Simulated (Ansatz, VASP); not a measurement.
## CuI: VASP beside Ansatz

The input INCAR:

```
PREC = Accurate
ENCUT = 600
EDIFF = 1E-6
ISMEAR = 0
SIGMA = 0.01
LREAL = False
LASPH = True
NELM = 120
ALGO = Normal
ISIF = 2
LWAVE = False
LCHARG = False
GGA = PE
NBANDS = 16
GGA_COMPAT = False
```

File KPOINTS:

```
Automatic mesh
0
Gamma
  6 6 6
```

Contents of POSCAR:

```
CuI
1.0
    0.0000000000      3.0695449876      3.0695449876
    3.0695449876      0.0000000000      3.0695449876
    3.0695449876      3.0695449876      0.0000000000
Cu I
1 1
Direct
    0.2500000000      0.2500000000      0.2500000000
    0.0000000000      0.0000000000      0.0000000000
```

Input for Ansatz:

```yaml
crystal:
  lattice:
    - [0.0, 3.0695449876, 3.0695449876]
    - [3.0695449876, 0.0, 3.0695449876]
    - [3.0695449876, 3.0695449876, 0.0]
  atoms:
    - { symbol: Cu, position: [0.25, 0.25, 0.25] }
    - { symbol: I, position: [0.0, 0.0, 0.0] }
kpoints:
  mp_grid: { grid: [6, 6, 6] }
hamiltonian:
  xc: pbe
scf:
  occupations: { method: fixed }
  n_extra_bands: 4
output:
  forces: true
  stress: true
  eigenvalues: true
```

Alike in both runs: task single point; functional PBE; k mesh 6 × 6 × 6; no spin polarisation.

```csv
,VASP,Ansatz
version,VASP 6.6.1,Ansatz 0.2.0
potentials or method,"VASP PAW PBE potentials, release 64 (Cu, I)","plane waves, PAW"
plane-wave cutoff (eV),600,420
occupations,"gaussian, width 0.01 eV",fixed
valence electrons in the cell,18,36
```

|  | VASP | Ansatz | Ansatz less VASP |
| --- | --- | --- | --- |
| gap on the k mesh at the Fermi level (eV) | 1.05 | 1.03 | -0.022 |
| pressure (GPa) | -0.6 | -1.0 | -0.42 |

VASP's potentials hold 18 valence electrons a cell and Ansatz's 36, so a difference there can come from the potentials and not from the codes.

Spin-orbit coupling is off throughout.
